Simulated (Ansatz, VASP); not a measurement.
**Mg7Se: VASP beside Ansatz**

The input INCAR:

```
SYSTEM = Mg7Se
ALGO = Normal
EDIFF = 1E-6
EDIFFG = -0.08
ENCUT = 600
GGA = PE
IBRION = 2
ISIF = 3
ISMEAR = 0
LASPH = .TRUE.
LCHARG = .FALSE.
LREAL = .FALSE.
LWAVE = .FALSE.
NELM = 60
NSW = 36
PREC = Accurate
SIGMA = 0.2
```

The input KPOINTS:

```
k-points
0
G
  3 3 4
  0 0 0
```

File POSCAR:

```
Mg7Se
1.0
    5.8300000000      0.0000000000      0.0000000000
   -2.9150000000      5.0489281000      0.0000000000
    0.0000000000      0.0000000000      4.7600000000
Mg Se
7 1
Direct
    0.5000000000      0.0000000000      0.0000000000
    0.6666600000      0.8333300000      0.5000000000
    0.6666666700      0.3333333300      0.5000000000
    0.1666700000      0.8333300000      0.5000000000
    0.0000000000      0.5000000000      0.0000000000
    0.5000000000      0.5000000000      0.0000000000
    0.1666700000      0.3333400000      0.5000000000
    0.0000000000      0.0000000000      0.0000000000
```

Input for Ansatz:

```yaml
crystal:
  lattice:
    - [5.83, 0.0, 0.0]
    - [-2.915, 5.0489281, 0.0]
    - [0.0, 0.0, 4.76]
  atoms:
    - { symbol: Mg, position: [0.5, 0.0, 0.0] }
    - { symbol: Mg, position: [0.66666, 0.83333, 0.5] }
    - { symbol: Mg, position: [0.66666667, 0.33333333, 0.5] }
    - { symbol: Mg, position: [0.16667, 0.83333, 0.5] }
    - { symbol: Mg, position: [0.0, 0.5, 0.0] }
    - { symbol: Mg, position: [0.5, 0.5, 0.0] }
    - { symbol: Mg, position: [0.16667, 0.33334, 0.5] }
    - { symbol: Se, position: [0.0, 0.0, 0.0] }
basis:
  ecutwfc: 420
kpoints:
  mp_grid: { grid: [3, 3, 4] }
hamiltonian:
  xc: pbe
scf:
  occupations: { method: gaussian, width: 0.2 }
  lower_state_search: "off"
output:
  forces: true
  stress: true
  eigenvalues: true
relax:
  adjacent_minimum: "off"
  f_tol: 0.08
  max_steps: 16
  cell: { stress_tol: 0.8 }
```

Alike in both runs: task relaxation of cell and atoms; functional PBE; k mesh 3 × 3 × 4; occupations gaussian, width 0.2 eV; no spin polarisation.

```csv
,VASP,Ansatz
version,VASP 6.6.1,Ansatz 0.2.0
potentials or method,"VASP PAW PBE potentials, release 64 (Mg, Se), cutoff 600 eV","scalar-relativistic, plane waves, PAW"
valence electrons in the cell,20,86
```

|  | VASP | Ansatz | Ansatz less VASP |
| --- | --- | --- | --- |
| gap on the k mesh at the Fermi level, each at its own relaxed structure (eV) | none | none | - |
| relaxed volume (Å³/atom) | 22.27 | 22.38 | +0.115 |
| relaxed cell length with the largest relative difference (Å) | 6.148 | 6.161 | +0.0123 |

A gap of «none» marks a metal or a gap that the smearing closes. VASP's potentials hold 20 valence electrons a cell and Ansatz's 86, so a difference there can come from the potentials and not from the codes.

The k mesh is coarse, so the values compare programs but aren't converged. Noted on VASP's run: the volume moved by over 15 % at a fixed basis, so the end points are rough.
